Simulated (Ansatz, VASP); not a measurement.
One calculation of Ge3P2, two programs

```xyz
5
Lattice="3.9924 0.0000 0.0000 -1.9962 3.4575 0.0000 0.0000 0.0000 6.2115" Properties=species:S:1:pos:R:3 pbc="T T T"
Ge    0.0000    0.0000    0.0000
Ge    0.0000    2.3050    4.0064
Ge    1.9962    1.1525    2.2051
P     0.0000    2.3050    1.5218
P     1.9962    1.1525    4.6897
```

Alike in both runs: task relaxation of cell and atoms; functional PBE; k mesh 6 × 6 × 4; occupations gaussian, width 0.1 eV; no spin polarisation.

```csv
,VASP,Ansatz
version,VASP 6.6.1,Ansatz 0.2.0
potentials or method,"VASP PAW PBE potentials, release 64 (Ge_d, P), cutoff 600 eV","scalar-relativistic, plane waves, PAW"
valence electrons in the cell,52,52
```

|  | VASP | Ansatz | Ansatz less VASP |
| --- | --- | --- | --- |
| gap on the k mesh at the Fermi level, each at its own relaxed structure (eV) | none | none | - |
| relaxed volume (Å³/atom) | 19.45 | 19.46 | +0.007 |
| relaxed cell length with the largest relative difference (Å) | 5.467 | 5.450 | -0.0171 |

A gap of «none» marks a metal or a gap that the smearing closes.
